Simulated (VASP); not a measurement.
# Ca (P6_3/mmc) in VASP: notebook, part 2 of 2

VASP 6.6.1. Earlier steps stand in the parts before.

## 3. Single point, PBE (volume scaled by 0.43, level accurate)

INCAR

```
SYSTEM = Ca
PREC = Accurate ; ENCUT = 520
EDIFF = 1E-7 ; ISMEAR = -1
SIGMA = 0.08 ; LREAL = .False.
LASPH = .True. ; NELM = 100
ALGO = Normal ; ISIF = 2
LWAVE = .False. ; LCHARG = .False.
GGA = PE ; NBANDS = 28
```

KPOINTS

```
Automatic mesh
0
Gamma
  10 10 3
  0 0 0
```

POSCAR

```
Ca
1.0
    2.9434397002      0.0000000000      0.0000000000
   -1.4717198501      2.5490935549      0.0000000000
    0.0000000000      0.0000000000      9.6993571606
Ca
4
Direct
    0.0000000000      0.0000000000      0.0000000000
    0.0000000000      0.0000000000      0.5000000000
    0.3333333333      0.6666666667      0.2500000000
    0.6666666667      0.3333333333      0.7500000000
```

Potentials or basis: VASP PAW PBE potentials, release 64 (Ca_sv).

Command:

```sh
cat potpaw_PBE.64/Ca_sv/POTCAR > POTCAR
mpirun -np 1 vasp_std > vasp.out
```

OUTCAR:

```text
SYSTEM = Ca
   PREC = Accurate
   ENCUT = 520
   EDIFF = 1E-7
   ISMEAR = -1
   LREAL = .False.
   LASPH = .True.
   NELM = 100
   ISIF = 2
   GGA = PE

 ion  position               nearest neighbor table
   1  0.000  0.000  0.000-   3 2.96   4 2.96   4 2.96   3 2.96   4 2.96   3 2.96
   2  0.000  0.000  0.500-   3 2.96   4 2.96   4 2.96   3 2.96   4 2.96   3 2.96
   3  0.333  0.667  0.250-   1 2.96   2 2.96   1 2.96   2 2.96   1 2.96   2 2.96
   4  0.667  0.333  0.750-   1 2.96   2 2.96   1 2.96   2 2.96   1 2.96   2 2.96

  LATTYP: Found a hexagonal cell.
 ALAT       =     2.9434397002
 C/A-ratio  =     3.2952457494

  Lattice vectors:

 A1 = (   2.9434397002,   0.0000000000,   0.0000000000)
 A2 = (  -1.4717198501,   2.5490935549,   0.0000000000)
 A3 = (   0.0000000000,   0.0000000000,   9.6993571606)

Analysis of symmetry for initial positions (statically):
=====================================================================
 Subroutine PRICEL returns:
 Original cell was already a primitive cell.

 Routine SETGRP: Setting up the symmetry group for a
 hexagonal supercell.

 Subroutine GETGRP returns: Found 24 space group operations
 (whereof 12 operations were pure point group operations)
 out of a pool of 24 trial point group operations.

The static configuration has the point symmetry D_3d.
 The point group associated with its full space group is D_6h.

Analysis of symmetry for dynamics (positions and initial velocities):
=====================================================================
 Subroutine PRICEL returns:
 Original cell was already a primitive cell.

 Routine SETGRP: Setting up the symmetry group for a
 hexagonal supercell.

 Subroutine GETGRP returns: Found 24 space group operations
 (whereof 12 operations were pure point group operations)
 out of a pool of 24 trial point group operations.

The dynamic configuration has the point symmetry D_3d.
 The point group associated with its full space group is D_6h.

 Subroutine INISYM returns: Found 24 space group operations
[... 121 lines left out ...]
     AMIX_MAG =   1.60;   BMIX_MAG =  1.00
  volume/ion in A,a.u.               =      18.19       122.78
  Fermi-wavevector in a.u.,A,eV,Ry     =   1.341015  2.534150 24.467635  1.798320
  Thomas-Fermi vector in A             =   2.469282
   LORBIT       =      0    0 simple, 1 ext, 2 COOP (PROOUT), +10 PAW based schemes
   GGA     = PE    functional components
   LHFCALC =     F    Hartree Fock is set to
   AEXX    =    0.0000 exact exchange contribution
   IVDW    =     0    specifies the selected vdW correction
   LEPSILON=     F    determine dielectric tensor
   LRPA    =     F    only Hartree local field effects (RPA)
 non-spin polarized calculation
  energy-cutoff  :      520.00
  volume of cell :       72.78
 maximum number of plane-waves:      2004
 NGX is ok and might be reduce to    24

 number of electron      39.9999996 magnetization

 Free energy of the ion-electron system (eV)
  ---------------------------------------------------
  ext. energy  EPLUGINS =         0.00000000
  ---------------------------------------------------
  free energy    TOTEN  =         0.81317906 eV

  energy without entropy =        0.89416862  energy(sigma->0) =        0.85367384

 E-fermi :   6.5052     XC(G=0): -10.8925

 val. band max:        6.4692170648   @ k =   0.4000   0.2000   0.3333
 cond. band min:       6.5611713994   @ k =   0.4000   0.0000   0.3333
 fundamental gap:      0.0919543346
 Fermi energy:         6.5051613864

 k-point     1 :       0.0000    0.0000    0.0000
  band No.  band energies     occupation
      1     -34.2416      2.00000
      2     -34.0579      2.00000
      3     -34.0149      2.00000
      4     -33.8212      2.00000
      5     -16.1676      2.00000
      6     -15.2798      2.00000
[... 733 lines left out ...]
     27       9.5278      0.00000
     28       9.9707      0.00000

 [... further k-points ...]

------------------------ aborting loop because EDIFF is reached ----------------------------------------

  FORCE on cell =-STRESS in cart. coord.  units (eV):
  Direction    XX          YY          ZZ          XY          YZ          ZX
  --------------------------------------------------------------------------------------
  -------------------------------------------------------------------------------------
  Total       21.7149448     21.7149448     21.7506752      0.0000000     -0.0000000      0.0000000
  in kB      478.0633412    478.0633412    478.8499601      0.0000000     -0.0000000      0.0000000
  external PRESSURE =     478.3255475 kB  Pullay stress =       0.0000000 kB

 VOLUME and BASIS-vectors are now :
 -----------------------------------------------------------------------------
  energy-cutoff  :      520.00
  volume of cell :       72.78
      direct lattice vectors                 reciprocal lattice vectors
     2.943439700  0.000000000  0.000000000     0.339738572  0.196148156  0.000000000
    -1.471719850  2.549093555  0.000000000     0.000000000  0.392296312  0.000000000
     0.000000000  0.000000000  9.699357161     0.000000000  0.000000000  0.103099616

 POSITION                                       TOTAL-FORCE (eV/Angst)
 -----------------------------------------------------------------------------------
      0.00000      0.00000      0.00000         0.000000      0.000000     -0.000000
      0.00000      0.00000      4.84968         0.000000      0.000000     -0.000000
     -0.00000      1.69940      2.42484         0.000000     -0.000000      0.000000
      1.47172      0.84970      7.27452        -0.000000      0.000000      0.000000
 -----------------------------------------------------------------------------------
    total drift:                               -0.000000      0.000000      0.000000

  FREE ENERGIE OF THE ION-ELECTRON SYSTEM (eV)
  ---------------------------------------------------
  free  energy   TOTEN  =         0.8131790579 eV

  energy  without entropy=        0.8941686152  energy(sigma->0) =        0.85367384
```

stdout:

```text
POSCAR found type information on POSCAR Ca
 POSCAR found :  1 types and       4 ions
 scaLAPACK will be used
 LDA part: xc-table for (Slater+PW92), standard interpolation
 POSCAR, INCAR and KPOINTS ok, starting setup
 FFT: planning ... GRIDC
 FFT: planning ... GRID_SOFT
 FFT: planning ... GRID
 WAVECAR not read
 entering main loop
```

Run time: 68 s. Hardware: 1 thread of Intel Xeon 6975P-C, shared host; peak memory 0.21 GiB.

Results:

- Free energy: 0.8132 eV
- Pressure: 47.8 GPa
- Band gap on the k mesh: zero (band 20 reaches 6.95 eV, above the bottom of band 21 at 6.19 eV)

Levels at points of the mesh, in eV from the Fermi level:
```csv
k point,band 18,band 19,band 20,band 21,band 22,band 23
"(0.00, 0.00, 0.00)",-2.57,-2.54,-1.41,1.90,1.93,2.53
"(0.50, 0.00, 0.00)",-1.64,-1.02,-0.54,0.16,0.32,0.33
```

Caveat: the cell differs from its parent crystal (volume scaled by 0.43, level accurate).

## 4. Single point, PBE

This run uses another cell than the first one, of 24.54 Å³/atom, 1.349 times its volume.

INCAR

```
  PREC = Accurate
  ENCUT = 520
  EDIFF = 1E-6
  ISMEAR = -1
  SIGMA = 0.08
  LREAL = False
  LASPH = True
  NELM = 60
  ALGO = Normal
  ISIF = 2
  LWAVE = False
  LCHARG = True
  GGA = PE
  LELF = True
  LVHAR = True
  NBANDS = 28
```

KPOINTS

```
Automatic mesh
0
Gamma
  10 10 3
```

POSCAR

```
Ca
1.0
    3.2521831041      0.0000000000      0.0000000000
   -1.6260915520      2.8164731859      0.0000000000
    0.0000000000      0.0000000000     10.7167425496
Ca
4
Direct
    0.0000000000      0.0000000000      0.0000000000
    0.0000000000      0.0000000000      0.5000000000
    0.3333333333      0.6666666667      0.2500000000
    0.6666666667      0.3333333333      0.7500000000
```

Command:

```sh
cat potpaw_PBE.64/Ca_sv/POTCAR > POTCAR
mpirun -np 1 vasp_std > vasp.out
```

Run time: 57 s. Hardware: 1 thread of Intel Xeon 6975P-C, shared host; peak memory 0.23 GiB.

The run converged. Its results:

* Free energy: -4.4329 eV
* Pressure: 21.5 GPa
* Band gap on the k mesh: zero (band 20 reaches 4.62 eV, above the bottom of band 21 at 4.58 eV)

Stress tensor (GPa, compression positive):
```
21.46  0.00  0.00
 0.00 21.46  0.00
 0.00  0.00 21.60
```

Levels at points of the mesh, in eV from the Fermi level:
| k point | band 17 | band 18 | band 19 | band 20 | band 21 | band 22 | band 23 | band 24 |
| --- | --- | --- | --- | --- | --- | --- | --- | --- |
| (0.00, 0.00, 0.00) | -4.76 | -3.20 | -3.20 | -1.31 | 0.87 | 1.65 | 1.67 | 2.79 |
| (0.50, 0.00, 0.00) | -1.29 | -1.27 | -0.79 | -0.64 | 0.18 | 0.19 | 0.28 | 1.01 |

## 5. Single point, PBE

This run uses another cell than the first one, of 33.00 Å³/atom, 1.814 times its volume.

INCAR

```
PREC = Accurate ; ENCUT = 520
EDIFF = 1E-7 ; ISMEAR = -1
SIGMA = 0.08 ; LREAL = False
LASPH = True ; NELM = 80
ALGO = Normal ; ISIF = 2
LWAVE = False ; LCHARG = False
GGA = PE ; NBANDS = 28
```

KPOINTS

```
regular mesh
0
Gamma
  10 10 3
```

POSCAR

```
Ca
1.0
    3.5858274087      0.0000000000      0.0000000000
   -1.7929137044      3.1054176296      0.0000000000
    0.0000000000      0.0000000000     11.8549743943
Ca
4
Direct
    0.0000000000      0.0000000000      0.0000000000
    0.0000000000      0.0000000000      0.5000000000
    0.3333333333      0.6666666667      0.2500000000
    0.6666666667      0.3333333333      0.7500000000
```

Command:

```sh
cat potpaw_PBE.64/Ca_sv/POTCAR > POTCAR
mpirun -np 1 vasp_std > vasp.out
```

It took 2.3 min on 1 thread of Intel Xeon 6975P-C, shared host; peak memory 0.28 GiB.

It converged, with:

```yaml
Free_energy: -7.1282 eV
Pressure: 6.4 GPa
Band_gap_on_the_k_mesh: zero (band 20 reaches 3.14 eV, above the bottom of band 21 at 3.01 eV)
```

Stress tensor (GPa, compression positive):
```
6.36 0.00 0.00
0.00 6.36 0.00
0.00 0.00 6.46
```

Levels at points of the mesh, in eV from the Fermi level:
| k point | band 16 | band 17 | band 18 | band 19 | band 20 | band 21 | band 22 | band 23 | band 24 | band 25 |
| --- | --- | --- | --- | --- | --- | --- | --- | --- | --- | --- |
| (0.00, 0.00, 0.00) | -22.35 | -4.48 | -3.26 | -3.26 | -1.18 | 0.03 | 1.47 | 1.49 | 2.50 | 2.50 |
| (0.50, 0.00, 0.00) | -22.40 | -1.13 | -0.89 | -0.78 | -0.69 | 0.06 | 0.32 | 0.36 | 0.37 | 1.52 |

## 6. Single point, PBE

INCAR

```
PREC = Accurate
ENCUT = 520
EDIFF = 1E-6
ISMEAR = -1
SIGMA = 0.08
LREAL = F
LASPH = T
NELM = 100
ALGO = Normal
ISIF = 2
LWAVE = F
LCHARG = F
GGA = PE
NBANDS = 28
```

KPOINTS

```
Automatic mesh
0
Gamma
  10 10 3
```

Changes to POSCAR since step 5:

```diff
@@ -2,3 +2,3 @@
 1.0
-    3.5858274087      0.0000000000      0.0000000000
+    3.5858274088      0.0000000000      0.0000000000
    -1.7929137044      3.1054176296      0.0000000000
```

Potentials or basis: VASP PAW PBE potentials, release 64 (Ca_sv).

Command:

```sh
cat potpaw_PBE.64/Ca_sv/POTCAR > POTCAR
mpirun -np 1 vasp_std > vasp.out
```

It took 98 s on 1 thread of Intel Xeon 6975P-C, shared host; peak memory 0.28 GiB.

It converged, with:

```yaml
Free_energy: -7.1282 eV
Pressure: 6.4 GPa
Band_gap_on_the_k_mesh: zero (band 20 reaches 3.14 eV, above the bottom of band 21 at 3.01 eV)
```

Stress tensor (GPa, compression positive):
```
6.36 0.00 0.00
0.00 6.36 0.00
0.00 0.00 6.46
```

Levels at points of the mesh, in eV from the Fermi level:
```
           k point  band 18  band 19  band 20  band 21  band 22  band 23
(0.00, 0.00, 0.00)    -3.26    -3.26    -1.18     0.03     1.47     1.49
(0.50, 0.00, 0.00)    -0.89    -0.78    -0.69     0.06     0.32     0.36
```

## 7. The runs side by side

| cell | gap on the mesh (eV) | pressure (GPa) |
| --- | --- | --- |
| a = 2.943, b = 2.943, c = 9.699 Å, angles 90.0, 90.0, 120.0°, 4 atoms | none | 47.8 |
| a = 3.252, b = 3.252, c = 10.717 Å, angles 90.0, 90.0, 120.0°, 4 atoms | none | 21.5 |
| a = 3.586, b = 3.586, c = 11.855 Å, angles 90.0, 90.0, 120.0°, 4 atoms | none | 6.4 |

Alike in all rows: task single point; level PBE; potentials or basis VASP PAW PBE potentials, release 64 (Ca_sv); no spin polarisation; k mesh 10 × 10 × 3; cutoff (eV) 520; smearing fermi-dirac 0.08 eV.

Total energies depend on the potentials used, so only differences within one code and one set of settings carry meaning.
